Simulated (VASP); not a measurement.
A run of VASP 6.6.1:

Contents of INCAR:

```
SYSTEM = Mg2BeS3
PREC = Accurate ; ENCUT = 600
EDIFF = 1E-6 ; ISMEAR = 0
SIGMA = 0.1 ; LREAL = .False.
LASPH = .True. ; NELM = 120
ALGO = Normal ; ISIF = 2
LWAVE = .False. ; LCHARG = .False.
GGA = PE ; NBANDS = 21
GGA_COMPAT = .False.
```

KPOINTS

```
Automatic mesh
0
Gamma
  6 6 6
  0 0 0
```

File POSCAR:

```
Mg2BeS3
1.0
    2.7651627200      1.5964674400      4.3927943000
   -2.7651627200      1.5964674400      4.3927943000
    0.0000000000     -3.1929348800      4.3927943000
Mg Be S
2 1 3
Direct
    0.6265190200      0.6265190200      0.6265190200
    0.3734809800      0.3734809800      0.3734809800
    0.0000000000      0.0000000000      0.0000000000
    0.0000000000      0.5000000000      0.0000000000
    0.5000000000      0.0000000000      0.0000000000
    0.0000000000      0.0000000000      0.5000000000
```

Potentials or basis: VASP PAW PBE potentials, release 64 (Mg, Be, S).

Command:

```console
$ cat potpaw_PBE.64/Mg/POTCAR potpaw_PBE.64/Be/POTCAR potpaw_PBE.64/S/POTCAR > POTCAR
$ mpirun -np 1 vasp_std > vasp.out
```

Hardware: 1 thread of Intel(R) Xeon(R) 6975P-C (Granite Rapids), with other jobs on the host.

**Question.** How long does it take, and how much memory?

**Answer.** Wall time 42 s on 1 thread of Intel(R) Xeon(R) 6975P-C (Granite Rapids), on a shared host, peak memory 0.37 GiB. Counts: scf iterations 12, k points 32.
